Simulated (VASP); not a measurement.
# AlFe (Pm-3m) in VASP: notebook

Runs on AlFe. Level: PBE. Tasks: single point.

Program: VASP 6.6.1. These are calculated values, not measurements. Logs are shortened: lines on timing, memory, paths and dates and some standing lists are left out, and cuts for length are marked.

### Step 1. The cell of the first run

Symmetry: Pm-3m, No. 221, cubic system. Conventional cell: a = 2.701 Å, b = 2.701 Å, c = 2.701 Å, α = 90.00°, β = 90.00°, γ = 90.00°. Within 3.1 Å of Al (site symmetry m-3m) lie 8 Fe at 2.34 Å and 6 Al at 2.70 Å. Fe (site symmetry m-3m) has 8 Al at 2.34 Å and 6 Fe at 2.70 Å within 3.1 Å.

### Step 2. Single point, PBE, collinear spin, ferromagnetic start (volume scaled by 0.8)

The input, INCAR:

```
SYSTEM = AlFe
ALGO = Normal ; EDIFF = 1E-6
ENCUT = 520 ; GGA = PE
ISIF = 2 ; ISMEAR = -1
ISPIN = 2 ; LASPH = .TRUE.
LCHARG = .FALSE. ; LMAXMIX = 4
LORBIT = 11 ; LREAL = .FALSE.
LWAVE = .FALSE. ; MAGMOM = 0 3
NBANDS = 16 ; NELM = 150
PREC = Accurate ; SIGMA = 0.1
```

The input, KPOINTS:

```
k-points
0
G
  11 11 11
  0 0 0
```

The input, POSCAR:

```
AlFe
1.0
    2.7014047012      0.0000000000      0.0000000000
    0.0000000000      2.7014047012      0.0000000000
    0.0000000000      0.0000000000      2.7014047012
Al Fe
1 1
Direct
    0.0000000000      0.0000000000      0.0000000000
    0.5000000000      0.5000000000      0.5000000000
```

Potentials or basis: VASP PAW PBE potentials, release 64 (Al, Fe).

Command:

```
cat potpaw_PBE.64/Al/POTCAR potpaw_PBE.64/Fe/POTCAR > POTCAR
mpirun -np 1 vasp_std > vasp.out
```

OUTCAR:

```text
SYSTEM = AlFe
   EDIFF = 1E-6
   ENCUT = 520
   GGA = PE
   ISIF = 2
   ISMEAR = -1
   ISPIN = 2
   LASPH = .TRUE.
   LORBIT = 11
   LREAL = .FALSE.
   NELM = 150
   PREC = Accurate

 ion  position               nearest neighbor table
   1  0.000  0.000  0.000-   2 2.34   2 2.34   2 2.34   2 2.34   2 2.34   2 2.34   2 2.34   2 2.34

   2  0.500  0.500  0.500-   1 2.34   1 2.34   1 2.34   1 2.34   1 2.34   1 2.34   1 2.34   1 2.34

  LATTYP: Found a simple cubic cell.
 ALAT       =     2.7014047012

  Lattice vectors:

 A1 = (   2.7014047012,   0.0000000000,   0.0000000000)
 A2 = (   0.0000000000,   2.7014047012,   0.0000000000)
 A3 = (   0.0000000000,   0.0000000000,   2.7014047012)

Analysis of symmetry for initial positions (statically):
=====================================================================
 Subroutine PRICEL returns:
 Original cell was already a primitive cell.

 Routine SETGRP: Setting up the symmetry group for a
 simple cubic supercell.

 Subroutine GETGRP returns: Found 48 space group operations
[... 9 lines left out ...]

 Routine SETGRP: Setting up the symmetry group for a
 simple cubic supercell.

 Subroutine GETGRP returns: Found 48 space group operations
 (whereof 48 operations were pure point group operations)
 out of a pool of 48 trial point group operations.

The dynamic configuration has the point symmetry O_h .

Analysis of structural, dynamic, and magnetic symmetry:
=====================================================================
 Subroutine PRICEL returns:
 Original cell was already a primitive cell.

 Routine SETGRP: Setting up the symmetry group for a
 simple cubic supercell.

 Subroutine GETGRP returns: Found 48 space group operations
 (whereof 48 operations were pure point group operations)
 out of a pool of 48 trial point group operations.

The overall configuration has the point symmetry O_h .

 Subroutine INISYM returns: Found 48 space group operations
[... 5 lines left out ...]
                                     Primitive cell

  volume of cell :      19.7137

  direct lattice vectors                    reciprocal lattice vectors
     2.701404701  0.000000000  0.000000000     0.370177782  0.000000000  0.000000000
     0.000000000  2.701404701  0.000000000     0.000000000  0.370177782  0.000000000
     0.000000000  0.000000000  2.701404701     0.000000000  0.000000000  0.370177782

  length of vectors
     2.701404701  2.701404701  2.701404701     0.370177782  0.370177782  0.370177782

  position of ions in fractional coordinates (direct lattice)
[... 8 lines left out ...]
----------------------------------------------------------------------------------------

 KPOINTS: k-points

Automatic generation of k-mesh.
 Grid dimensions read from file:
 generate k-points for:   11   11   11

 Generating k-lattice:

  Cartesian coordinates                     Fractional coordinates (reciprocal lattice)
     0.033652526  0.000000000  0.000000000     0.090909091  0.000000000  0.000000000
     0.000000000  0.033652526  0.000000000     0.000000000  0.090909091  0.000000000
     0.000000000  0.000000000  0.033652526     0.000000000  0.000000000  0.090909091

  Length of vectors
     0.033652526  0.033652526  0.033652526

  Shift w.r.t. Gamma in fractional coordinates (k-lattice)
     0.000000000  0.000000000  0.000000000

 Subroutine IBZKPT returns following result:
 ===========================================

 Found     56 irreducible k-points:

 Following reciprocal coordinates:
            Coordinates               Weight
  0.000000  0.000000  0.000000      1.000000
  0.090909  0.000000  0.000000      6.000000
  0.181818  0.000000  0.000000      6.000000
  0.272727  0.000000  0.000000      6.000000
  0.363636  0.000000  0.000000      6.000000
  0.454545  0.000000  0.000000      6.000000
[... 16 lines left out ...]
  0.181818  0.090909  0.090909     24.000000
  0.272727  0.090909  0.090909     24.000000
 [... further k-points ...]
   k-points           NKPTS =     56   k-points in BZ     NKDIM =     56   number of bands    NBANDS=     16
   number of dos      NEDOS =    301   number of ions     NIONS =      2
   total plane-waves  NPLWV =   8000
   dimension x,y,z NGX =    20 NGY =   20 NGZ =   20
   dimension x,y,z NGXF=    40 NGYF=   40 NGZF=   40
   ions per type =               1   1
   NGX,Y,Z   is equivalent  to a cutoff of  12.31, 12.31, 12.31 a.u.
   NGXF,Y,Z  is equivalent  to a cutoff of  24.62, 24.62, 24.62 a.u.
 SYSTEM =  AlFe
   PREC   = accura    normal or accurate (medium, high low for compatibility)
   ISTART =      0    job   : 0-new  1-cont  2-samecut
   ICHARG =      2    charge: 1-file 2-atom 10-const
   ISPIN  =      2    spin polarized calculation?
   LNONCOLLINEAR =      F non collinear calculations
   LSORBIT =      F    spin-orbit coupling
   LASPH  =      T    aspherical Exc in radial PAW
   ENCUT  =  520.0 eV  38.22 Ry    6.18 a.u.   5.02  5.02  5.02*2*pi/ulx,y,z
   NELM   =    150;   NELMIN=  2; NELMDL= -5     # of ELM steps
   EDIFF  = 0.1E-05   stopping-criterion for ELM
   LREAL  =      F    real-space projection
   EDIFFG = 0.1E-04   stopping-criterion for IOM
   NSW    =      0    number of steps for IOM
   IBRION =     -1    ionic relax: 0-MD 1-quasi-New 2-CG
   NFREE  =      0    steps in history (QN), initial steepest desc. (CG)
   ISIF   =      2    stress and relaxation
   ISYM   =      2    0-nonsym 1-usesym 2-fastsym
   POTIM  = 0.5000    time-step for ionic-motion
   TEBEG  =    0.0;   TEEND  =   0.0 temperature during run
   PSTRESS=    0.0 pullay stress
   NELECT =      11.0000    total number of electrons
   NUPDOWN=      -1.0000    fix difference up-down
   EMIN   =  10.00;   EMAX   =-10.00  energy-range for DOS
   EFERMI =   0.00;   METHOD = LEGACY
   ISMEAR =    -1;   SIGMA  =   0.10  broadening in eV -4-tet -1-fermi 0-gaus
   EFERMI_NEDOS =   21; number of points for ismear=-14 and -15
   IALGO  =     38    algorithm
   IMIX   =      4    mixing-type and parameters
     AMIX     =   0.40;   BMIX     =  1.00
     AMIX_MAG =   1.60;   BMIX_MAG =  1.00
  volume/ion in A,a.u.               =       9.86        66.52
  Fermi-wavevector in a.u.,A,eV,Ry     =   1.347771  2.546918 24.714798  1.816486
  Thomas-Fermi vector in A             =   2.475494
   LORBIT       =     11    0 simple, 1 ext, 2 COOP (PROOUT), +10 PAW based schemes
   GGA     = PE    functional components
   LHFCALC =     F    Hartree Fock is set to
   AEXX    =    0.0000 exact exchange contribution
   IVDW    =     0    specifies the selected vdW correction
   LEPSILON=     F    determine dielectric tensor
   LRPA    =     F    only Hartree local field effects (RPA)
 spin polarized calculation
  energy-cutoff  :      520.00
  volume of cell :       19.71
 maximum number of plane-waves:       543
   NGX = 11   NGY = 11   NGZ = 11

 number of electron      11.0000000 magnetization       0.5095443

 Free energy of the ion-electron system (eV)
  ---------------------------------------------------
  ext. energy  EPLUGINS =         0.00000000
  ---------------------------------------------------
  free energy    TOTEN  =       -12.15760511 eV

  energy without entropy =      -12.09028942  energy(sigma->0) =      -12.12394727

 E-fermi :  10.0451     XC(G=0): -13.0613

 val. band max:       10.0342479522   @ k =   0.1818   0.1818   0.0909
 cond. band min:      10.0484489741   @ k =   0.2727   0.1818   0.0909
 fundamental gap:      0.0142010219
 Fermi energy:        10.0451345347

 spin component 1

 k-point     1 :       0.0000    0.0000    0.0000
  band No.  band energies     occupation
      1      -1.3834      1.00000
      2       6.9435      1.00000
      3       6.9435      1.00000
      4       9.9117      0.79163
      5       9.9117      0.79163
      6       9.9117      0.79162
[... 8 lines left out ...]
     15      34.4657      0.00000
     16      35.9407      0.00000

 k-point     2 :       0.0909    0.0000    0.0000
  band No.  band energies     occupation
      1      -1.2053      1.00000
      2       6.9402      1.00000
      3       7.0040      1.00000
      4       9.7933      0.92544
      5       9.7933      0.92544
      6       9.9248      0.76916
[... 8 lines left out ...]
     15      34.3858      0.00000
     16      34.4294      0.00000
[... 387 lines left out ...]
      5       9.3828      0.99867
      6       9.7289      0.95938
[... 8 lines left out ...]
     15      32.6222      0.00000
     16      34.5652      0.00000

 k-point    24 :       0.2727    0.0909    0.0909
  band No.  band energies     occupation
      1       0.5010      1.00000
      2       6.6035      1.00000
      3       7.4352      1.00000
      4       9.0007      0.99997
      5       9.0755      0.99994
      6       9.7801      0.93405
[... 8 lines left out ...]
     15      32.7024      0.00000
     16      34.5514      0.00000

 [... further k-points ...]

 spin component 2

 k-point     1 :       0.0000    0.0000    0.0000
  band No.  band energies     occupation
      1      -1.3547      1.00000
      2       7.1921      1.00000
      3       7.1921      1.00000
      4      10.5049      0.00998
      5      10.5049      0.00998
      6      10.5049      0.00998
[... 8 lines left out ...]
     15      34.5277      0.00000
     16      35.9529      0.00000

 k-point     2 :       0.0909    0.0000    0.0000
  band No.  band energies     occupation
      1      -1.1767      1.00000
      2       7.1808      1.00000
      3       7.2555      1.00000
      4      10.3761      0.03523
      5      10.3761      0.03523
      6      10.5188      0.00869
[... 8 lines left out ...]
     15      34.4204      0.00000
     16      34.4875      0.00000
[... 387 lines left out ...]
      5       9.9295      0.76059
      6      10.3054      0.06897
[... 8 lines left out ...]
     15      32.6997      0.00000
     16      34.6067      0.00000

 k-point    24 :       0.2727    0.0909    0.0909
  band No.  band energies     occupation
      1       0.5306      1.00000
      2       6.7670      1.00000
      3       7.7032      1.00000
      4       9.5177      0.99491
      5       9.5881      0.98975
      6      10.3602      0.04105
[... 8 lines left out ...]
     15      32.7635      0.00000
     16      34.6095      0.00000

 [... further k-points ...]
[... 5 lines left out ...]
  --------------------------------------------------------------------------------------
  -------------------------------------------------------------------------------------
  Total        6.0061705      6.0061705      6.0061705      0.0000000      0.0000000     -0.0000000
  in kB      488.1342517    488.1342517    488.1342517      0.0000000      0.0000000     -0.0000000
  external PRESSURE =     488.1342517 kB  Pullay stress =       0.0000000 kB

 VOLUME and BASIS-vectors are now :
 -----------------------------------------------------------------------------
  energy-cutoff  :      520.00
  volume of cell :       19.71
      direct lattice vectors                 reciprocal lattice vectors
     2.701404701  0.000000000  0.000000000     0.370177782  0.000000000  0.000000000
     0.000000000  2.701404701  0.000000000     0.000000000  0.370177782  0.000000000
     0.000000000  0.000000000  2.701404701     0.000000000  0.000000000  0.370177782

 POSITION                                       TOTAL-FORCE (eV/Angst)
 -----------------------------------------------------------------------------------
      0.00000      0.00000      0.00000         0.000000      0.000000      0.000000
      1.35070      1.35070      1.35070         0.000000      0.000000      0.000000
 -----------------------------------------------------------------------------------
    total drift:                               -0.000000      0.000000     -0.000000

  FREE ENERGIE OF THE ION-ELECTRON SYSTEM (eV)
  ---------------------------------------------------
  free  energy   TOTEN  =       -12.1576051147 eV

  energy  without entropy=      -12.0902894198  energy(sigma->0) =      -12.12394727

 total charge

# of ion       s       p       d       tot
------------------------------------------
    1        0.433   0.533   0.000   0.966
    2        0.514   0.665   6.691   7.870
--------------------------------------------------
tot          0.946   1.198   6.691   8.835

 magnetization (x)

# of ion       s       p       d       tot
------------------------------------------
    1       -0.005  -0.010   0.000  -0.015
    2        0.001   0.009   0.513   0.524
--------------------------------------------------
tot         -0.004  -0.001   0.513   0.509
```

It took 12 s on 1 thread of Intel Xeon 6975P-C (Granite Rapids), shared host; peak memory 0.15 GiB.

What came out:

```
Free energy                                           : -12.1576 eV
Pressure                                              : 48.8 GPa
Net moment                                            : 0.51 μB per cell
Site moments                                          : Al -0.01; Fe +0.52 μB
Valence electrons inside the program's atomic spheres : Al 0.97; Fe 7.87
```

Levels at points of the mesh, in eV from the Fermi level:
Spin up:
```tsv
k point	band 3	band 4	band 5	band 6	band 7	band 8	band 9	band 10
(0.00, 0.00, 0.00)	-3.10	-0.13	-0.13	-0.13	7.66	7.66	7.66	10.44
```
Spin down:
| k point | band 1 | band 2 | band 3 | band 4 | band 5 | band 6 | band 7 | band 8 | band 9 | band 10 |
| --- | --- | --- | --- | --- | --- | --- | --- | --- | --- | --- |
| (0.00, 0.00, 0.00) | -11.40 | -2.85 | -2.85 | 0.46 | 0.46 | 0.46 | 7.71 | 7.71 | 7.71 | 10.51 |

### Step 3. Single point, PBE, collinear spin, ferromagnetic start (volume scaled by 0.85)

The input, INCAR:

```
  ALGO = Normal
  EDIFF = 1E-7
  ENCUT = 520
  GGA = PE
  ISIF = 2
  ISMEAR = -1
  ISPIN = 2
  LASPH = True
  LCHARG = False
  LMAXMIX = 4
  LORBIT = 11
  LREAL = False
  LWAVE = False
  MAGMOM = 0 3
  NBANDS = 16
  NELM = 150
  PREC = Accurate
  SIGMA = 0.1
```

The input, KPOINTS:

```
k-points
0
Gamma
  11 11 11
```

The input, POSCAR:

```
AlFe
1.0
    2.7565505702      0.0000000000      0.0000000000
    0.0000000000      2.7565505702      0.0000000000
    0.0000000000      0.0000000000      2.7565505702
Al Fe
1 1
Direct
    0.0000000000      0.0000000000      0.0000000000
    0.5000000000      0.5000000000      0.5000000000
```

Potentials or basis: VASP PAW PBE potentials, release 64 (Al, Fe).

Command:

```
cat potpaw_PBE.64/Al/POTCAR potpaw_PBE.64/Fe/POTCAR > POTCAR
mpirun -np 1 vasp_std > vasp.out
```

It took 17 s on 1 thread of Intel Xeon Platinum 8559C (Emerald Rapids), shared host; peak memory 0.16 GiB.

The run converged. Its results:

- Free energy: -12.4538 eV
- Pressure: 29.2 GPa
- Net moment: 0.60 μB per cell
- Site moments: Al -0.02; Fe +0.62 μB
- Valence electrons inside the program's atomic spheres: Al 0.92; Fe 7.71

Levels at points of the mesh, in eV from the Fermi level:
Spin up:
```csv
k point,band 3,band 4,band 5,band 6,band 7,band 8,band 9,band 10
"(0.00, 0.00, 0.00)",-2.90,-0.24,-0.24,-0.24,7.19,7.19,7.19,10.05
```
Spin down:
| k point | band 1 | band 2 | band 3 | band 4 | band 5 | band 6 | band 7 | band 8 | band 9 | band 10 |
| --- | --- | --- | --- | --- | --- | --- | --- | --- | --- | --- |
| (0.00, 0.00, 0.00) | -11.08 | -2.60 | -2.60 | 0.46 | 0.46 | 0.46 | 7.24 | 7.24 | 7.24 | 10.12 |

[end of part 1 of 2]
